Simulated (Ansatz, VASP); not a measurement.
TiAl2: VASP beside Ansatz

```xyz
12
Lattice="3.9007 0.0000 0.0000 0.0000 3.9724 0.0000 0.0000 0.0000 25.1697" Properties=species:S:1:pos:R:3 pbc="T T T"
Al    1.9503    0.0000    7.5000
Al    0.0000    1.9862    7.5000
Al    1.9503    1.9862    9.5839
Al    0.0000    1.9862   11.4423
Al    0.0000    0.0000   13.5263
Al    1.9503    1.9862   13.5263
Al    0.0000    1.9862   15.6102
Al    1.9503    1.9862   17.4686
Ti    0.0000    0.0000    9.3828
Ti    1.9503    0.0000   11.6434
Ti    1.9503    0.0000   15.4091
Ti    0.0000    0.0000   17.6697
```

Alike in both runs: task single point; functional PBEsol; k mesh 4 × 4 × 1; occupations gaussian, width 0.1 eV; no spin polarisation.

|  | VASP | Ansatz |
| --- | --- | --- |
| version | VASP 6.6.1 | Ansatz 0.2.0 |
| potentials or method | VASP PAW PBE potentials, release 64 (Al, Ti_sv), cutoff 520 eV | scalar-relativistic, plane waves, PAW |
| valence electrons in the cell | 72 | 72 |

```tsv
	VASP	Ansatz	Ansatz less VASP
gap on the k mesh at the Fermi level (eV)	none	none	-
rms of the force components (eV/Å)	0.186	0.186	-0.0003
```

VASP's potentials were made for PBE, not for PBEsol. A gap of «none» marks a metal or a gap that the smearing closes.

The k mesh is coarse, so the values compare programs but aren't converged.
